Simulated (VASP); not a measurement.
# Pb (P6_3/mmc) in VASP: a series of runs, part 2 of 2

VASP 6.6.1. Earlier steps stand in the parts before.

### 3 Single point, PBEsol (27.21 Å³/atom)

This run uses another cell than the first one, of 27.21 Å³/atom.

Input file INCAR:

```
SYSTEM = Pb
PREC = Accurate ; ENCUT = 520
EDIFF = 1E-6 ; ISMEAR = 0
SIGMA = 0.1 ; LREAL = .False.
LASPH = .True. ; NELM = 100
ALGO = Fast ; ISIF = 2
LWAVE = .False. ; LCHARG = .False.
GGA = PS ; NBANDS = 21
```

Input file KPOINTS:

```
regular mesh
0
Gamma
  15 15 8
  0 0 0
```

Input file POSCAR:

```
Pb
1.0
    3.3624067082      0.0000000000      0.0000000000
   -1.6812033541      2.9119296272      0.0000000000
    0.0000000000      0.0000000000      5.5575731224
Pb
2
Direct
    0.3333333333      0.6666666667      0.2500000000
    0.6666666667      0.3333333333      0.7500000000
```

Potentials or basis: VASP PAW PBE potentials, release 64 (Pb_d).

Started as:

```bash
> cat potpaw_PBE.64/Pb_d/POTCAR > POTCAR
> mpirun -np 1 vasp_std > vasp.out
```

OUTCAR:

```text
SYSTEM = Pb
   PREC = Accurate
   ENCUT = 520
   EDIFF = 1E-6
   ISMEAR = 0
   LREAL = .False.
   LASPH = .True.
   NELM = 100
   ISIF = 2
   GGA = PS

 ion  position               nearest neighbor table
   1  0.333  0.667  0.250-   2 3.39   2 3.39   2 3.39   2 3.39   2 3.39   2 3.39
   2  0.667  0.333  0.750-   1 3.39   1 3.39   1 3.39   1 3.39   1 3.39   1 3.39

  LATTYP: Found a hexagonal cell.
 ALAT       =     3.3624067082
 C/A-ratio  =     1.6528557086

  Lattice vectors:

 A1 = (   3.3624067082,   0.0000000000,   0.0000000000)
 A2 = (  -1.6812033541,   2.9119296272,   0.0000000000)
 A3 = (   0.0000000000,   0.0000000000,   5.5575731224)

Analysis of symmetry for initial positions (statically):
=====================================================================
 Subroutine PRICEL returns:
 Original cell was already a primitive cell.

 Routine SETGRP: Setting up the symmetry group for a
 hexagonal supercell.

 Subroutine GETGRP returns: Found 24 space group operations
 (whereof 12 operations were pure point group operations)
 out of a pool of 24 trial point group operations.

The static configuration has the point symmetry D_3d.
 The point group associated with its full space group is D_6h.

Analysis of symmetry for dynamics (positions and initial velocities):
=====================================================================
 Subroutine PRICEL returns:
 Original cell was already a primitive cell.

 Routine SETGRP: Setting up the symmetry group for a
 hexagonal supercell.

 Subroutine GETGRP returns: Found 24 space group operations
 (whereof 12 operations were pure point group operations)
 out of a pool of 24 trial point group operations.

The dynamic configuration has the point symmetry D_3d.
 The point group associated with its full space group is D_6h.

 Subroutine INISYM returns: Found 24 space group operations
 (whereof 12 operations are pure point group operations),
 and found     1 'primitive' translations

----------------------------------------------------------------------------------------

                                     Primitive cell

  volume of cell :      54.4147

  direct lattice vectors                    reciprocal lattice vectors
     3.362406708  0.000000000  0.000000000     0.297406021  0.171707446  0.000000000
    -1.681203354  2.911929627  0.000000000     0.000000000  0.343414893  0.000000000
     0.000000000  0.000000000  5.557573122     0.000000000  0.000000000  0.179934655

  length of vectors
     3.362406708  3.362406708  5.557573122     0.343414893  0.343414893  0.179934655

  position of ions in fractional coordinates (direct lattice)
     0.333333333  0.666666667  0.250000000
     0.666666667  0.333333333  0.750000000

  ion indices of the primitive-cell ions
   primitive index   ion index
                 1           1
                 2           2

----------------------------------------------------------------------------------------

 KPOINTS: regular mesh

Automatic generation of k-mesh.
 Grid dimensions read from file:
 generate k-points for:   15   15    8

 Generating k-lattice:

  Cartesian coordinates                     Fractional coordinates (reciprocal lattice)
     0.019827068  0.011447163  0.000000000     0.066666667  0.000000000  0.000000000
     0.000000000  0.022894326  0.000000000     0.000000000  0.066666667  0.000000000
     0.000000000  0.000000000  0.022491832     0.000000000  0.000000000  0.125000000

  Length of vectors
     0.022894326  0.022894326  0.022491832

  Shift w.r.t. Gamma in fractional coordinates (k-lattice)
     0.000000000  0.000000000  0.000000000

 Subroutine IBZKPT returns following result:
 ===========================================

 Found    135 irreducible k-points:

 Following reciprocal coordinates:
            Coordinates               Weight
  0.000000  0.000000  0.000000      1.000000
  0.066667  0.000000  0.000000      6.000000
  0.133333  0.000000  0.000000      6.000000
  0.200000  0.000000  0.000000      6.000000
  0.266667  0.000000  0.000000      6.000000
  0.333333  0.000000  0.000000      6.000000
[... 16 lines left out ...]
  0.333333  0.200000  0.000000     12.000000
  0.400000  0.200000  0.000000      6.000000
 [... further k-points ...]
   k-points           NKPTS =    135   k-points in BZ     NKDIM =    135   number of bands    NBANDS=     21
   number of dos      NEDOS =    301   number of ions     NIONS =      2
   total plane-waves  NPLWV =  32928
   dimension x,y,z NGX =    28 NGY =   28 NGZ =   42
   dimension x,y,z NGXF=    56 NGYF=   56 NGZF=   84
   ions per type =               2
   NGX,Y,Z   is equivalent  to a cutoff of  13.84, 13.84, 12.56 a.u.
   NGXF,Y,Z  is equivalent  to a cutoff of  27.69, 27.69, 25.13 a.u.
 SYSTEM =  Pb
   PREC   = accura    normal or accurate (medium, high low for compatibility)
   ISTART =      0    job   : 0-new  1-cont  2-samecut
   ICHARG =      2    charge: 1-file 2-atom 10-const
   ISPIN  =      1    spin polarized calculation?
   LNONCOLLINEAR =      F non collinear calculations
   LSORBIT =      F    spin-orbit coupling
   LASPH  =      T    aspherical Exc in radial PAW
   ENCUT  =  520.0 eV  38.22 Ry    6.18 a.u.   6.25  6.25 10.33*2*pi/ulx,y,z
   NELM   =    100;   NELMIN=  2; NELMDL= -5     # of ELM steps
   EDIFF  = 0.1E-05   stopping-criterion for ELM
   LREAL  =      F    real-space projection
   EDIFFG = 0.1E-04   stopping-criterion for IOM
   NSW    =      0    number of steps for IOM
   IBRION =     -1    ionic relax: 0-MD 1-quasi-New 2-CG
   NFREE  =      0    steps in history (QN), initial steepest desc. (CG)
   ISIF   =      2    stress and relaxation
   ISYM   =      2    0-nonsym 1-usesym 2-fastsym
   POTIM  = 0.5000    time-step for ionic-motion
   TEBEG  =    0.0;   TEEND  =   0.0 temperature during run
   PSTRESS=    0.0 pullay stress
   NELECT =      28.0000    total number of electrons
   NUPDOWN=      -1.0000    fix difference up-down
   EMIN   =  10.00;   EMAX   =-10.00  energy-range for DOS
   EFERMI =   0.00;   METHOD = LEGACY
   ISMEAR =     0;   SIGMA  =   0.10  broadening in eV -4-tet -1-fermi 0-gaus
   EFERMI_NEDOS =   21; number of points for ismear=-14 and -15
   IALGO  =     68    algorithm
   IMIX   =      4    mixing-type and parameters
     AMIX     =   0.40;   BMIX     =  1.00
     AMIX_MAG =   1.60;   BMIX_MAG =  1.00
  volume/ion in A,a.u.               =      27.21       183.60
  Fermi-wavevector in a.u.,A,eV,Ry     =   1.311864  2.479063 23.415444  1.720987
  Thomas-Fermi vector in A             =   2.442296
   LORBIT       =      0    0 simple, 1 ext, 2 COOP (PROOUT), +10 PAW based schemes
   GGA     = PS    functional components
   LHFCALC =     F    Hartree Fock is set to
   AEXX    =    0.0000 exact exchange contribution
   IVDW    =     0    specifies the selected vdW correction
   LEPSILON=     F    determine dielectric tensor
   LRPA    =     F    only Hartree local field effects (RPA)
 non-spin polarized calculation
 RMM-DIIS sequential band-by-band and
 Gauss-broadening in eV      SIGMA  =   0.10
  energy-cutoff  :      520.00
  volume of cell :       54.41
 maximum number of plane-waves:      1496
 NGX is ok and might be reduce to    28
   NGX = 13   NGY = 13   NGZ = 21

 number of electron      27.9999999 magnetization

 Free energy of the ion-electron system (eV)
  ---------------------------------------------------
  ext. energy  EPLUGINS =         0.00000000
  ---------------------------------------------------
  free energy    TOTEN  =        -7.89800340 eV

  energy without entropy =       -7.89394685  energy(sigma->0) =       -7.89597513

 E-fermi :   8.3619     XC(G=0): -10.8749

 val. band max:        8.3603498886   @ k =   0.4667   0.0667   0.1250
 cond. band min:       8.3953408712   @ k =   0.4000   0.2000   0.0000
 fundamental gap:      0.0349909826
 Fermi energy:         8.3618687615

 k-point     1 :       0.0000    0.0000    0.0000
  band No.  band energies     occupation
      1      -8.7825      2.00000
      2      -8.7245      2.00000
      3      -8.6915      2.00000
      4      -8.6915      2.00000
      5      -8.6621      2.00000
      6      -8.6621      2.00000
[... 13 lines left out ...]
     20      17.8819      0.00000
     21      20.2574      0.00000
[... 529 lines left out ...]
 k-point    24 :       0.4000    0.2000    0.0000
  band No.  band energies     occupation
      1      -8.8160      2.00000
      2      -8.7924      2.00000
      3      -8.6574      2.00000
      4      -8.6511      2.00000
      5      -8.5737      2.00000
      6      -8.5312      2.00000
[... 13 lines left out ...]
     20      19.1048      0.00000
     21      22.8655      0.00000

 [... further k-points ...]

------------------------ aborting loop because EDIFF is reached ----------------------------------------

  FORCE on cell =-STRESS in cart. coord.  units (eV):
  Direction    XX          YY          ZZ          XY          YZ          ZX
  --------------------------------------------------------------------------------------
  -------------------------------------------------------------------------------------
  Total        1.8875065      1.8875065      1.8799021     -0.0000000      0.0000000      0.0000000
  in kB       55.5754163     55.5754163     55.3515139     -0.0000000      0.0000000      0.0000000
  external PRESSURE =      55.5007822 kB  Pullay stress =       0.0000000 kB

 VOLUME and BASIS-vectors are now :
 -----------------------------------------------------------------------------
  energy-cutoff  :      520.00
  volume of cell :       54.41
      direct lattice vectors                 reciprocal lattice vectors
     3.362406708  0.000000000  0.000000000     0.297406021  0.171707446  0.000000000
    -1.681203354  2.911929627  0.000000000     0.000000000  0.343414893  0.000000000
     0.000000000  0.000000000  5.557573122     0.000000000  0.000000000  0.179934655

 POSITION                                       TOTAL-FORCE (eV/Angst)
 -----------------------------------------------------------------------------------
     -0.00000      1.94129      1.38939        -0.000000     -0.000000      0.000000
      1.68120      0.97064      4.16818         0.000000      0.000000      0.000000
 -----------------------------------------------------------------------------------
    total drift:                               -0.000000      0.000000      0.000000

  FREE ENERGIE OF THE ION-ELECTRON SYSTEM (eV)
  ---------------------------------------------------
  free  energy   TOTEN  =        -7.8980034014 eV

  energy  without entropy=       -7.8939468508  energy(sigma->0) =       -7.89597513
```

Wall time 70 s (1 thread of Intel Xeon 6975P-C (Granite Rapids), shared host); peak memory 0.26 GiB.

Results:

* Free energy: -7.8980 eV
* Pressure: 5.6 GPa
* Band gap on the k mesh: zero (bands 14 and 15 overlap by 8.75 eV)

Caveat: the cell stands under pressure; the PAW data sets were made with another functional, which shifts forces and pressure a little; spin-orbit coupling is left out, which moves the levels of the heavy elements.

### 4 Single point, PBEsol (28.10 Å³/atom)

This run uses another cell than the first one, of 28.10 Å³/atom.

Input file INCAR:

```
PREC     = Accurate       # precision mode
ENCUT    = 520            # plane-wave cutoff, eV
EDIFF    = 1E-7           # SCF threshold, eV
ISMEAR   = 0              # smearing method
SIGMA    = 0.1            # smearing width, eV
LREAL    = F              # projectors in reciprocal space
LASPH    = T              # aspherical terms in the spheres
NELM     = 100            # most SCF steps
ALGO     = Fast           # electronic algorithm
ISIF     = 2              # what is computed and relaxed
LWAVE    = F              # write WAVECAR
LCHARG   = F              # write CHGCAR
GGA      = PS             # functional
NBANDS   = 21             # bands
```

Input file KPOINTS:

```
regular mesh
0
Gamma
  15 15 8
```

Input file POSCAR:

```
Pb
1.0
    3.4012848817      0.0000000000      0.0000000000
   -1.7006424408      2.9455991131      0.0000000000
    0.0000000000      0.0000000000      5.6103004053
Pb
2
Direct
    0.3333333333      0.6666666667      0.2500000000
    0.6666666667      0.3333333333      0.7500000000
```

Started as:

```bash
> cat potpaw_PBE.64/Pb_d/POTCAR > POTCAR
> mpirun -np 1 vasp_std > vasp.out
```

Run time: 81 s. Hardware: 1 thread of Intel Xeon 6975P-C (Granite Rapids), shared host; peak memory 0.26 GiB.

It converged, with:

```
Free energy            : -7.9489 eV
Pressure               : 3.4 GPa
Band gap on the k mesh : zero (bands 14 and 15 overlap by 8.44 eV)
```

Stress tensor (GPa, compression positive):
```
3.37 0.00 0.00
0.00 3.37 0.00
0.00 0.00 3.46
```

Levels at points of the mesh, in eV from the Fermi level:
```tsv
k point	band 11	band 12	band 13	band 14	band 15	band 16	band 17	band 18
(0.00, 0.00, 0.00)	-12.28	-8.27	-4.59	6.16	6.16	7.99	8.07	8.07
(0.00, 0.00, 0.50)	-10.99	-10.99	0.78	0.78	7.06	7.06	7.06	7.06
```

Caveat: the cell stands under pressure; the PAW data sets were made with another functional, which shifts forces and pressure a little; spin-orbit coupling is left out, which moves the levels of the heavy elements.

### 5 Single point, PBEsol (29.00 Å³/atom)

This run uses another cell than the first one, of 29.00 Å³/atom.

Input file INCAR:

```
ALGO     = Fast           # electronic algorithm
EDIFF    = 1E-6           # SCF threshold, eV
ENCUT    = 520            # plane-wave cutoff, eV
GGA      = PS             # functional
ISIF     = 2              # what is computed and relaxed
ISMEAR   = 0              # smearing method
LASPH    = T              # aspherical terms in the spheres
LCHARG   = F              # write CHGCAR
LREAL    = F              # projectors in reciprocal space
LWAVE    = F              # write WAVECAR
NBANDS   = 21             # bands
NELM     = 60             # most SCF steps
PREC     = Accurate       # precision mode
SIGMA    = 0.1            # smearing width, eV
```

Input file KPOINTS:

```
k-points
0
Gamma
  15 15 8
```

Input file POSCAR:

```
Pb
1.0
    3.4370905117      0.0000000000      0.0000000000
   -1.7185452558      2.9766076982      0.0000000000
    0.0000000000      0.0000000000      5.6693605392
Pb
2
Direct
    0.3333333333      0.6666666667      0.2500000000
    0.6666666667      0.3333333333      0.7500000000
```

Potentials or basis: VASP PAW PBE potentials, release 64 (Pb_d).

Started as:

```bash
> cat potpaw_PBE.64/Pb_d/POTCAR > POTCAR
> mpirun -np 1 vasp_std > vasp.out
```

OUTCAR:

```text
EDIFF = 1E-6
   ENCUT = 520
   GGA = PS
   ISIF = 2
   ISMEAR = 0
   LASPH = T
   LREAL = F
   NELM = 60
   PREC = Accurate

 ion  position               nearest neighbor table
   1  0.333  0.667  0.250-   2 3.46   2 3.46   2 3.46   2 3.46   2 3.46   2 3.46
   2  0.667  0.333  0.750-   1 3.46   1 3.46   1 3.46   1 3.46   1 3.46   1 3.46

  LATTYP: Found a hexagonal cell.
 ALAT       =     3.4370905117
 C/A-ratio  =     1.6494650111

  Lattice vectors:

 A1 = (   3.4370905117,   0.0000000000,   0.0000000000)
 A2 = (  -1.7185452558,   2.9766076982,   0.0000000000)
 A3 = (   0.0000000000,   0.0000000000,   5.6693605392)

Analysis of symmetry for initial positions (statically):
=====================================================================
 Subroutine PRICEL returns:
 Original cell was already a primitive cell.

 Routine SETGRP: Setting up the symmetry group for a
 hexagonal supercell.

 Subroutine GETGRP returns: Found 24 space group operations
 (whereof 12 operations were pure point group operations)
[... 162 lines left out ...]
  ext. energy  EPLUGINS =         0.00000000
  ---------------------------------------------------
  free energy    TOTEN  =        -7.97696080 eV

  energy without entropy =       -7.97403487  energy(sigma->0) =       -7.97549783

 E-fermi :   7.5608     XC(G=0): -10.5586

 val. band max:        7.4939107377   @ k =   0.3333   0.0000   0.2500
 cond. band min:       7.5996017357   @ k =   0.4000   0.2000   0.5000
 fundamental gap:      0.1056909980
 Fermi energy:         7.5607505226

 k-point     1 :       0.0000    0.0000    0.0000
  band No.  band energies     occupation
      1      -9.4634      2.00000
      2      -9.4264      2.00000
      3      -9.3990      2.00000
      4      -9.3990      2.00000
      5      -9.3752      2.00000
      6      -9.3752      2.00000
[... 565 lines left out ...]
     20      17.9241      0.00000
     21      21.4443      0.00000

 [... further k-points ...]

------------------------ aborting loop because EDIFF is reached ----------------------------------------

  FORCE on cell =-STRESS in cart. coord.  units (eV):
  Direction    XX          YY          ZZ          XY          YZ          ZX
  --------------------------------------------------------------------------------------
  -------------------------------------------------------------------------------------
  Total        0.5594911      0.5594911      0.5698379      0.0000000     -0.0000000      0.0000000
  in kB       15.4545777     15.4545777     15.7403822      0.0000000     -0.0000000      0.0000000
  external PRESSURE =      15.5498459 kB  Pullay stress =       0.0000000 kB

 VOLUME and BASIS-vectors are now :
 -----------------------------------------------------------------------------
  energy-cutoff  :      520.00
  volume of cell :       58.00
      direct lattice vectors                 reciprocal lattice vectors
     3.437090512  0.000000000  0.000000000     0.290943749  0.167976452  0.000000000
    -1.718545256  2.976607698  0.000000000     0.000000000  0.335952904  0.000000000
     0.000000000  0.000000000  5.669360539     0.000000000  0.000000000  0.176386736

 POSITION                                       TOTAL-FORCE (eV/Angst)
 -----------------------------------------------------------------------------------
     -0.00000      1.98441      1.41734        -0.000000      0.000000      0.000000
      1.71855      0.99220      4.25202         0.000000     -0.000000      0.000000
 -----------------------------------------------------------------------------------
    total drift:                               -0.000000      0.000000     -0.000000

  FREE ENERGIE OF THE ION-ELECTRON SYSTEM (eV)
  ---------------------------------------------------
  free  energy   TOTEN  =        -7.9769607998 eV

  energy  without entropy=       -7.9740348661  energy(sigma->0) =       -7.97549783
```

It took 73 s on 1 thread of Intel Xeon 6975P-C (Granite Rapids), shared host; peak memory 0.26 GiB.

What came out:

| Quantity | Value |
| --- | --- |
| Free energy | -7.9770 eV |
| Pressure | 1.6 GPa |
| Band gap on the k mesh | zero (bands 14 and 15 overlap by 8.16 eV) |

Levels at points of the mesh, in eV from the Fermi level:
```
           k point  band 10  band 11  band 12  band 13  band 14  band 15  band 16  band 17  band 18  band 19
(0.00, 0.00, 0.00)   -16.68   -12.04    -8.23    -4.42     5.98     5.98     7.75     7.82     7.82     9.17
(0.00, 0.00, 0.50)   -16.75   -10.79   -10.79     0.74     0.74     6.85     6.85     6.85     6.85     9.47
```

Caveat: the PAW data sets were made with another functional, which shifts forces and pressure a little; spin-orbit coupling is left out, which moves the levels of the heavy elements.

### 6 Overview

| cell | further INCAR settings | gap on the mesh (eV) | pressure (GPa) |
| --- | --- | --- | --- |
| a = 3.325, b = 3.325, c = 5.496 Å, angles 90.0, 90.0, 120.0°, 2 atoms | ALGO = Fast; EDIFF = 1e-07; NBANDS = 21 | none | 8.2 |
| a = 3.362, b = 3.362, c = 5.558 Å, angles 90.0, 90.0, 120.0°, 2 atoms | ALGO = Fast; EDIFF = 1e-06; NBANDS = 21 | none | 5.6 |
| a = 3.401, b = 3.401, c = 5.610 Å, angles 90.0, 90.0, 120.0°, 2 atoms | ALGO = Fast; EDIFF = 1e-07; NBANDS = 21 | none | 3.4 |
| a = 3.437, b = 3.437, c = 5.669 Å, angles 90.0, 90.0, 120.0°, 2 atoms | ALGO = Fast; EDIFF = 1e-06; NBANDS = 21 | none | 1.6 |

Alike in all rows: task single point; level PBEsol; potentials or basis VASP PAW PBE potentials, release 64 (Pb_d); no spin polarisation; k mesh 15 × 15 × 8; cutoff (eV) 520; smearing gaussian 0.1 eV.

Caveats: the PAW data sets were made with another functional, which shifts forces and pressure a little; spin-orbit coupling is left out, which moves the levels of the heavy elements; the cell stands under pressure (at least some runs).

Total energies depend on the potentials used, so only differences within one code and one set of settings carry meaning.
